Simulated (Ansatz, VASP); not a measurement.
# KF in VASP and in Ansatz

```
K F
1.0
     3.25895    0.00000    0.00000
     0.00000    3.25895    0.00000
     0.00000    0.00000    3.21007
K F
1 1
Direct
  0.00000 0.00000 0.00000
  0.50000 0.50000 0.50000
```

Change from the starting cell: strain +0.000 along x and y, -0.015 along z, atoms carried along.

Alike in both runs: task single point; functional LDA; k mesh 8 × 8 × 8; occupations gaussian, width 0.05 eV; no spin polarisation.

|  | VASP | Ansatz |
| --- | --- | --- |
| version | VASP 6.6.1 | Ansatz 0.2.0 |
| potentials or method | VASP PAW LDA potentials, release 64 (K_sv, F), cutoff 520 eV | scalar-relativistic, plane waves, PAW |
| valence electrons in the cell | 16 | 16 |

|  | VASP | Ansatz | Ansatz less VASP |
| --- | --- | --- | --- |
| gap on the k mesh at the Fermi level (eV) | 5.98 | 5.99 | +0.015 |
| least direct gap on the mesh (eV) | 6.03 | 6.04 | +0.014 |
| pressure (GPa) | -5.3 | -5.4 | -0.09 |
| traceless stress, the component that is largest in VASP (GPa) | 0.84 | 0.84 | 0.000 |

LDA's correlation is that of Perdew and Zunger in VASP and of Perdew and Wang (1992) in Ansatz.
